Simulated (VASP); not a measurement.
Here is a VASP 6.6.1 calculation.

Contents of INCAR:

```
SYSTEM = Mg
  PREC = Accurate
  ENCUT = 520
  EDIFF = 1E-7
  ISMEAR = 0
  SIGMA = 0.15
  LREAL = .False.
  LASPH = .True.
  NELM = 60
  ALGO = Normal
  ISIF = 2
  LWAVE = .False.
  LCHARG = .False.
  GGA = PE
  NBANDS = 7
```

The input KPOINTS:

```
regular mesh
0
Gamma
  18 18 18
  0 0 0
```

POSCAR

```
Mg
1.0
   -1.7927500000      1.7927500000      1.8412500000
    1.7927500000     -1.7927500000      1.8412500000
    1.7927500000      1.7927500000     -1.8412500000
Mg
1
Direct
    0.0000000000      0.0000000000      0.0000000000
```

Potentials or basis: VASP PAW PBE potentials, release 64 (Mg).

Launch:

```console
$ cat potpaw_PBE.64/Mg/POTCAR > POTCAR
$ mpirun -np 1 vasp_std > vasp.out
```

Problem. Predict the band gap on the k mesh.

Solution. Zero (band 1 reaches 5.86 eV, above the bottom of band 2 at 1.51 eV).

Problem. Estimate the pressure.

Solution. -1.2 GPa.

Stress tensor (GPa, compression positive):
```
-1.23  0.00  0.00
 0.00 -1.23  0.00
 0.00  0.00 -1.09
```
